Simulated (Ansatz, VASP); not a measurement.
This is a calculation of KI for VASP 6.6.1.

POSCAR

```
KI
1.0
    4.2911966600      0.0000000000      0.0000000000
    0.0000000000      4.2911966600      0.0000000000
    0.0000000000      0.0000000000      4.2911966600
I K
1 1
Direct
    0.5000000000      0.5000000000      0.5000000000
    0.0000000000      0.0000000000      0.0000000000
```

The input INCAR.step1:

```
SYSTEM = KI
  PREC = Accurate
  ENCUT = 520
  EDIFF = 1E-5
  ISMEAR = -1
  SIGMA = 0.05
  LREAL = .FALSE.
  LASPH = .TRUE.
  NELM = 60
  ALGO = Normal
  ISIF = 2
  LWAVE = .TRUE.
  GGA = PE
  NBANDS = 15
```

INCAR.step2

```
SYSTEM = KI
  PREC = Accurate
  ENCUT = 520
  EDIFF = 1E-7
  ISMEAR = -1
  SIGMA = 0.05
  LREAL = .FALSE.
  LASPH = .TRUE.
  NELM = 60
  ALGO = Normal
  ISIF = 2
  LWAVE = .FALSE.
  LCHARG = .TRUE.
  GGA = PE
  LHFCALC = .TRUE.
  AEXX = 0.15
  HFSCREEN = 0.2
  PRECFOCK = Normal
  LELF = .TRUE.
  LVHAR = .TRUE.
  ISTART = 1
  NBANDS = 15
```

File KPOINTS:

```
regular mesh
0
G
  3 3 3
  0 0 0
```

Potentials or basis: VASP PAW PBE potentials, release 64 (I, K_sv).

Launch:

```bash
$ cat potpaw_PBE.64/I/POTCAR potpaw_PBE.64/K_sv/POTCAR > POTCAR
$ cp INCAR.step1 INCAR
$ mpirun -np 1 vasp_std > vasp.out
$ cp INCAR.step2 INCAR
$ mpirun -np 1 vasp_std > vasp.out
```

Question: Translate it to Ansatz 0.2.0. Potentials there: Ansatz PAW.

Answer: As run (the cutoff follows the program's own potentials):

File input.yaml:

```yaml
crystal:
  lattice:
    - [4.29119666, 0.0, 0.0]
    - [0.0, 4.29119666, 0.0]
    - [0.0, 0.0, 4.29119666]
  atoms:
    - { symbol: I, position: [0.5, 0.5, 0.5] }
    - { symbol: K, position: [0.0, 0.0, 0.0] }
hamiltonian:
  xc: { exchange: pbe, correlation: pbe, exx: { coeff: 0.15, omega: 0.2 } }
  pseudopotentials: { kind: paw }
kpoints:
  mp_grid: { grid: [3, 3, 3] }
scf:
  occupations: { method: fermi_dirac, width: 0.05 }
output:
  forces: true
  stress: true
  eigenvalues: true
```

Potentials or basis: Ansatz PAW.

Run with:

```console
$ ansatz run input.yaml --threads 2 --pin off --max-ram 5632MiB --backend cpu --events-out ev --progress --plain --runs-dir out
```

Both were run:

|  | VASP | Ansatz | Ansatz less VASP |
| --- | --- | --- | --- |
| gap on the k mesh at the Fermi level (eV) | 4.05 | 4.06 | +0.007 |
| least direct gap on the mesh (eV) | 4.29 | 4.30 | +0.007 |
| pressure (GPa) | 0.6 | 0.6 | 0.00 |

VASP's potentials were made for PBE, not for PBE-based screened hybrid. VASP's potentials hold 16 valence electrons a cell and Ansatz's 26, so a difference there can come from the potentials and not from the codes.

The k mesh is coarse, so the values compare programs but aren't converged. Neither program's run includes spin-orbit coupling. Noted on Ansatz's run: odd divisions of the mesh miss points on the zone boundary, where band edges often lie, so the gap on the mesh can be too wide.
